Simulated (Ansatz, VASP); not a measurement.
Two plane-wave programs on GaAs

```
CELL_PARAMETERS angstrom
0.00000 2.82685 2.77031
2.82685 0.00000 2.77031
2.82685 2.82685 0.00000
ATOMIC_POSITIONS crystal
Ga 0.00000 0.00000 0.00000
As 0.25000 0.25000 0.25000
```

Change from the starting cell: z stretched by -2 %, ions relaxed.

Alike in both runs: functional PBE; k mesh 13 × 13 × 13; occupations fermi-dirac, width 0.02 eV; no spin polarisation.

Ansatz relaxed the structure, and its values are those at the end. VASP's run is a single point on that final structure, the one shown.

```csv
,VASP,Ansatz
version,VASP 6.6.1,Ansatz 0.2.0
potentials or method,"VASP PAW PBE potentials, release 64 (Ga_d, As)","plane-wave PAW, scalar-relativistic"
plane-wave cutoff (eV),520,420
valence electrons in the cell,18,28
```

```tsv
	VASP	Ansatz	Ansatz less VASP
pressure (GPa)	5.1	4.9	-0.21
```

VASP's potentials hold 18 valence electrons a cell and Ansatz's 28, so a difference there can come from the potentials and not from the codes. Ansatz's warnings: stress scf threshold loose.
